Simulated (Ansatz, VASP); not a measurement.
## Nb2Te6Mo: VASP beside Ansatz

```
CELL_PARAMETERS angstrom
3.60998 -0.00954 0.01440
-1.81325 3.06350 0.04411
0.09003 0.37044 22.77392
ATOMIC_POSITIONS crystal
Nb 0.00549 0.04271 0.84249
Nb 0.97785 0.00429 0.16082
Te 0.63069 0.29700 0.07533
Te 0.70252 0.39238 0.41830
Te 0.62172 0.25142 0.75585
Te 0.33446 0.65252 0.91172
Te 0.39088 0.70709 0.24707
Te 0.32670 0.64172 0.58637
Mo 0.00969 0.01087 0.50205
```

Change from the starting cell: cell x1, atoms moved at random (sigma 0.1 Å) and cell strained at random (1.5 %), then relaxed without symmetry.

Alike in both runs: task relaxation of cell and atoms; functional PBE; k mesh 6 × 6 × 1; occupations gaussian, width 0.2 eV; no spin polarisation.

```csv
,VASP,Ansatz
version,VASP 6.6.1,Ansatz 0.2.0
potentials or method,"VASP PAW PBE potentials, release 64 (Nb_sv, Te, Mo_sv), cutoff 600 eV","scalar-relativistic, plane waves, PAW"
valence electrons in the cell,76,136
```

```tsv
	VASP	Ansatz	Ansatz less VASP
gap on the k mesh at the Fermi level, each at its own relaxed structure (eV)	none	none	-
relaxed volume (Å³/atom)	28.38	28.80	+0.419
relaxed length of the cell vector where the two differ most in proportion (Å)	22.483	22.800	+0.3161
```

A gap of «none» marks a metal or a gap that the smearing closes. VASP's potentials hold 76 valence electrons a cell and Ansatz's 136, so a difference there can come from the potentials and not from the codes.

Neither program's run includes spin-orbit coupling.
